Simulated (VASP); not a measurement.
# TiB2 (Fm-3m) in VASP: notebook, part 3 of 3

VASP 6.6.1. Earlier steps stand in the parts before.

**4. Single point, PBEsol**

This run uses another cell than the first one, of 9.90 Å³/atom.

INCAR

```
SYSTEM = TiB2
  PREC = Accurate
  ENCUT = 500
  EDIFF = 1E-6
  ISMEAR = -1
  SIGMA = 0.05
  LREAL = .FALSE.
  LASPH = .TRUE.
  NELM = 120
  ALGO = Normal
  ISIF = 2
  LWAVE = .FALSE.
  LCHARG = .FALSE.
  GGA = PS
  NBANDS = 16
  GGA_COMPAT = .FALSE.
```

KPOINTS

```
Automatic mesh
0
G
  9 9 9
  0 0 0
```

POSCAR

```
TiB2
1.0
    0.0000000000      2.4575998681      2.4575998681
    2.4575998681      0.0000000000      2.4575998681
    2.4575998681      2.4575998681      0.0000000000
Ti B
1 2
Direct
    0.0000000000      0.0000000000      0.0000000000
    0.2500000000      0.2500000000      0.2500000000
    0.7500000000      0.7500000000      0.7500000000
```

Potentials or basis: VASP PAW PBE potentials, release 64 (Ti_sv, B).

On the command line:

```bash
$ cat potpaw_PBE.64/Ti_sv/POTCAR potpaw_PBE.64/B/POTCAR > POTCAR
$ mpirun -np 1 vasp_std > vasp.out
```

OUTCAR:

```text
SYSTEM = TiB2
   PREC = Accurate
   ENCUT = 500
   EDIFF = 1E-6
   ISMEAR = -1
   LREAL = .FALSE.
   LASPH = .TRUE.
   NELM = 120
   ISIF = 2
   GGA = PS

 ion  position               nearest neighbor table
   1  0.000  0.000  0.000-   3 2.13   3 2.13   3 2.13   2 2.13   3 2.13   2 2.13   2 2.13   2 2.13

   2  0.250  0.250  0.250-   1 2.13   1 2.13   1 2.13   1 2.13
   3  0.750  0.750  0.750-   1 2.13   1 2.13   1 2.13   1 2.13

  LATTYP: Found a face centered cubic cell.
 ALAT       =     4.9151997362

  Lattice vectors:

 A1 = (   0.0000000000,   2.4575998681,   2.4575998681)
 A2 = (   2.4575998681,   0.0000000000,   2.4575998681)
 A3 = (   2.4575998681,   2.4575998681,   0.0000000000)

Analysis of symmetry for initial positions (statically):
=====================================================================
 Subroutine PRICEL returns:
 Original cell was already a primitive cell.

 Routine SETGRP: Setting up the symmetry group for a
 face centered cubic supercell.

 Subroutine GETGRP returns: Found 48 space group operations
 (whereof 48 operations were pure point group operations)
 out of a pool of 48 trial point group operations.

The static configuration has the point symmetry O_h .

Analysis of symmetry for dynamics (positions and initial velocities):
=====================================================================
 Subroutine PRICEL returns:
 Original cell was already a primitive cell.

 Routine SETGRP: Setting up the symmetry group for a
 face centered cubic supercell.

 Subroutine GETGRP returns: Found 48 space group operations
 (whereof 48 operations were pure point group operations)
 out of a pool of 48 trial point group operations.

The dynamic configuration has the point symmetry O_h .

 Subroutine INISYM returns: Found 48 space group operations
 (whereof 48 operations are pure point group operations),
 and found     1 'primitive' translations

----------------------------------------------------------------------------------------

                                     Primitive cell

  volume of cell :      29.6868

  direct lattice vectors                    reciprocal lattice vectors
     0.000000000  2.457599868  2.457599868    -0.203450532  0.203450532  0.203450532
     2.457599868  0.000000000  2.457599868     0.203450532 -0.203450532  0.203450532
     2.457599868  2.457599868  0.000000000     0.203450532  0.203450532 -0.203450532

  length of vectors
     3.475571064  3.475571064  3.475571064     0.352386658  0.352386658  0.352386658

  position of ions in fractional coordinates (direct lattice)
     0.000000000  0.000000000  0.000000000
     0.250000000  0.250000000  0.250000000
     0.750000000  0.750000000  0.750000000

  ion indices of the primitive-cell ions
   primitive index   ion index
                 1           1
                 2           2
                 3           3

----------------------------------------------------------------------------------------

 KPOINTS: Automatic mesh

Automatic generation of k-mesh.
 Grid dimensions read from file:
 generate k-points for:    9    9    9

 Generating k-lattice:

  Cartesian coordinates                     Fractional coordinates (reciprocal lattice)
    -0.022605615  0.022605615  0.022605615     0.111111111  0.000000000  0.000000000
     0.022605615 -0.022605615  0.022605615     0.000000000  0.111111111  0.000000000
     0.022605615  0.022605615 -0.022605615     0.000000000  0.000000000  0.111111111

  Length of vectors
     0.039154073  0.039154073  0.039154073

  Shift w.r.t. Gamma in fractional coordinates (k-lattice)
     0.000000000  0.000000000  0.000000000

 Subroutine IBZKPT returns following result:
 ===========================================

 Found     35 irreducible k-points:

 Following reciprocal coordinates:
            Coordinates               Weight
  0.000000  0.000000  0.000000      1.000000
  0.111111  0.000000  0.000000      8.000000
  0.222222  0.000000  0.000000      8.000000
  0.333333  0.000000  0.000000      8.000000
  0.444444  0.000000  0.000000      8.000000
  0.111111  0.111111  0.000000      6.000000
[... 16 lines left out ...]
 -0.333333  0.333333  0.000000     12.000000
  0.444444  0.444444  0.000000      6.000000
 [... further k-points ...]
   k-points           NKPTS =     35   k-points in BZ     NKDIM =     35   number of bands    NBANDS=     16
   number of dos      NEDOS =    301   number of ions     NIONS =      3
   total plane-waves  NPLWV =  21952
   dimension x,y,z NGX =    28 NGY =   28 NGZ =   28
   dimension x,y,z NGXF=    56 NGYF=   56 NGZF=   56
   ions per type =               1   2
   NGX,Y,Z   is equivalent  to a cutoff of  13.39, 13.39, 13.39 a.u.
   NGXF,Y,Z  is equivalent  to a cutoff of  26.79, 26.79, 26.79 a.u.
 SYSTEM =  TiB2
   PREC   = accura    normal or accurate (medium, high low for compatibility)
   ISTART =      0    job   : 0-new  1-cont  2-samecut
   ICHARG =      2    charge: 1-file 2-atom 10-const
   ISPIN  =      1    spin polarized calculation?
   LNONCOLLINEAR =      F non collinear calculations
   LSORBIT =      F    spin-orbit coupling
   LASPH  =      T    aspherical Exc in radial PAW
   ENCUT  =  500.0 eV  36.75 Ry    6.06 a.u.   6.34  6.34  6.34*2*pi/ulx,y,z
   NELM   =    120;   NELMIN=  2; NELMDL= -5     # of ELM steps
   EDIFF  = 0.1E-05   stopping-criterion for ELM
   LREAL  =      F    real-space projection
   EDIFFG = 0.1E-04   stopping-criterion for IOM
   NSW    =      0    number of steps for IOM
   IBRION =     -1    ionic relax: 0-MD 1-quasi-New 2-CG
   NFREE  =      0    steps in history (QN), initial steepest desc. (CG)
   ISIF   =      2    stress and relaxation
   ISYM   =      2    0-nonsym 1-usesym 2-fastsym
   POTIM  = 0.5000    time-step for ionic-motion
   TEBEG  =    0.0;   TEEND  =   0.0 temperature during run
   PSTRESS=    0.0 pullay stress
   NELECT =      18.0000    total number of electrons
   NUPDOWN=      -1.0000    fix difference up-down
   EMIN   =  10.00;   EMAX   =-10.00  energy-range for DOS
   EFERMI =   0.00;   METHOD = LEGACY
   ISMEAR =    -1;   SIGMA  =   0.05  broadening in eV -4-tet -1-fermi 0-gaus
   EFERMI_NEDOS =   21; number of points for ismear=-14 and -15
   IALGO  =     38    algorithm
   IMIX   =      4    mixing-type and parameters
     AMIX     =   0.40;   BMIX     =  1.00
     AMIX_MAG =   1.60;   BMIX_MAG =  1.00
  volume/ion in A,a.u.               =       9.90        66.78
  Fermi-wavevector in a.u.,A,eV,Ry     =   1.385621  2.618444 26.122449  1.919946
  Thomas-Fermi vector in A             =   2.510014
   LORBIT       =      0    0 simple, 1 ext, 2 COOP (PROOUT), +10 PAW based schemes
   GGA     = PS    functional components
   LHFCALC =     F    Hartree Fock is set to
   AEXX    =    0.0000 exact exchange contribution
   IVDW    =     0    specifies the selected vdW correction
   LEPSILON=     F    determine dielectric tensor
   LRPA    =     F    only Hartree local field effects (RPA)
 non-spin polarized calculation
  energy-cutoff  :      500.00
  volume of cell :       29.69
 maximum number of plane-waves:       766
 NGX is ok and might be reduce to    28
   NGX = 13   NGY = 13   NGZ = 13

 number of electron      17.9999999 magnetization

 Free energy of the ion-electron system (eV)
  ---------------------------------------------------
  ext. energy  EPLUGINS =         0.00000000
  ---------------------------------------------------
  free energy    TOTEN  =       -20.40351043 eV

  energy without entropy =      -20.39329373  energy(sigma->0) =      -20.39840208

 E-fermi :   7.6232     XC(G=0): -12.0856

 val. band max:        7.5706568821   @ k =  -0.3333   0.3333   0.1111
 cond. band min:       7.6822027993   @ k =  -0.3333   0.4444   0.2222
 fundamental gap:      0.1115459172
 Fermi energy:         7.6232025972

 k-point     1 :       0.0000    0.0000    0.0000
  band No.  band energies     occupation
      1     -48.3116      2.00000
      2     -24.7208      2.00000
      3     -24.7208      2.00000
      4     -24.7208      2.00000
      5      -3.5689      2.00000
      6       3.9250      2.00000
[... 8 lines left out ...]
     15      16.4718      0.00000
     16      16.4718      0.00000
[... 420 lines left out ...]
  band No.  band energies     occupation
      1     -48.2889      2.00000
      2     -24.8990      2.00000
      3     -24.7969      2.00000
      4     -24.7969      2.00000
      5       0.6074      2.00000
      6       2.0773      2.00000
[... 8 lines left out ...]
     15      16.1529      0.00000
     16      17.3518      0.00000

 [... further k-points ...]

------------------------ aborting loop because EDIFF is reached ----------------------------------------

  FORCE on cell =-STRESS in cart. coord.  units (eV):
  Direction    XX          YY          ZZ          XY          YZ          ZX
  --------------------------------------------------------------------------------------
  -------------------------------------------------------------------------------------
  Total        2.7010356      2.7010356      2.7010356      0.0000000      0.0000000     -0.0000000
  in kB      145.7730937    145.7730937    145.7730937      0.0000000      0.0000000     -0.0000000
  external PRESSURE =     145.7730937 kB  Pullay stress =       0.0000000 kB

 VOLUME and BASIS-vectors are now :
 -----------------------------------------------------------------------------
  energy-cutoff  :      500.00
  volume of cell :       29.69
      direct lattice vectors                 reciprocal lattice vectors
     0.000000000  2.457599868  2.457599868    -0.203450532  0.203450532  0.203450532
     2.457599868  0.000000000  2.457599868     0.203450532 -0.203450532  0.203450532
     2.457599868  2.457599868  0.000000000     0.203450532  0.203450532 -0.203450532

 POSITION                                       TOTAL-FORCE (eV/Angst)
 -----------------------------------------------------------------------------------
      0.00000      0.00000      0.00000         0.000000     -0.000000      0.000000
      1.22880      1.22880      1.22880         0.000000      0.000000     -0.000000
      3.68640      3.68640      3.68640        -0.000000     -0.000000      0.000000
 -----------------------------------------------------------------------------------
    total drift:                               -0.000000     -0.000000      0.000000

  FREE ENERGIE OF THE ION-ELECTRON SYSTEM (eV)
  ---------------------------------------------------
  free  energy   TOTEN  =       -20.4035104328 eV

  energy  without entropy=      -20.3932937300  energy(sigma->0) =      -20.39840208
```

OSZICAR:

```text
N       E                     dE             d eps       ncg     rms          rms(c)
DAV:   1     0.123386650327E+03    0.12339E+03   -0.86388E+03  1120   0.121E+03
DAV:   2    -0.152080571195E+02   -0.13859E+03   -0.13399E+03  1216   0.326E+02
DAV:   3    -0.226988850026E+02   -0.74908E+01   -0.73314E+01  1688   0.711E+01
DAV:   4    -0.229291112110E+02   -0.23023E+00   -0.23006E+00  1336   0.113E+01
DAV:   5    -0.229347171137E+02   -0.56059E-02   -0.56059E-02  1616   0.145E+00    0.189E+01
DAV:   6    -0.203764868550E+02    0.25582E+01   -0.13191E+01  1488   0.403E+01    0.485E+00
DAV:   7    -0.203777756424E+02   -0.12888E-02   -0.90700E-01  1360   0.108E+01    0.432E+00
DAV:   8    -0.204147311165E+02   -0.36955E-01   -0.20613E-01  1640   0.343E+00    0.127E+00
DAV:   9    -0.204035283307E+02    0.11203E-01   -0.57515E-02  1448   0.239E+00    0.108E-01
DAV:  10    -0.204035758609E+02   -0.47530E-04   -0.15326E-03  1168   0.370E-01    0.655E-02
DAV:  11    -0.204036060689E+02   -0.30208E-04   -0.12041E-03  1416   0.444E-01    0.102E-01
DAV:  12    -0.204035113121E+02    0.94757E-04   -0.35504E-04  1416   0.205E-01    0.234E-02
DAV:  13    -0.204035105134E+02    0.79870E-06   -0.32395E-05  1560   0.559E-02    0.849E-03
DAV:  14    -0.204035104328E+02    0.80607E-07   -0.22458E-06   968   0.177E-02
   1 F= -.20403510E+02 E0= -.20398402E+02  d E =-.102167E-01
```

stdout:

```text
POSCAR found type information on POSCAR TiB
 POSCAR found :  2 types and       3 ions
 scaLAPACK will be used
 -----------------------------------------------------------------------------
|                                                                             |
|                                                                             |
|     You enforced a specific xc type in the INCAR file but a different       |
|     I HOPE YOU KNOW WHAT YOU ARE DOING!                                     |
|                                                                             |
 -----------------------------------------------------------------------------

 LDA part: xc-table for (Slater+PW92), standard interpolation
 POSCAR, INCAR and KPOINTS ok, starting setup
 FFT: planning ... GRIDC
 FFT: planning ... GRID_SOFT
 FFT: planning ... GRID
 WAVECAR not read
 entering main loop
```

Wall time 25 s (1 thread of Intel Xeon Platinum 8375C at 2.90GHz (Ice Lake), shared host); peak memory 0.16 GiB.

Results:

| Property | Result |
| --- | --- |
| Free energy | -20.4035 eV |
| Pressure | 14.6 GPa |
| Band gap on the k mesh | zero (bands 9 and 10 overlap by 1.86 eV) |

Caveat: the cell stands under pressure; the PAW data sets were made with another functional, which shifts forces and pressure a little.

**5. Overview**

```tsv
cell	gap on the mesh (eV)	pressure (GPa)
a = 3.345 Å, angles 60.0°, 3 atoms	none	44.4
a = 3.403 Å, angles 60.0°, 3 atoms	none	29.4
a = 3.476 Å, angles 60.0°, 3 atoms	none	14.6
```

Alike in all rows: task single point; level PBEsol; potentials or basis VASP PAW PBE potentials, release 64 (Ti_sv, B); no spin polarisation; k mesh 9 × 9 × 9; cutoff (eV) 500; smearing fermi-dirac 0.05 eV.

Caveats: the cell stands under pressure; the PAW data sets were made with another functional, which shifts forces and pressure a little.

Total energies depend on the potentials used, so only differences within one code and one set of settings carry meaning.
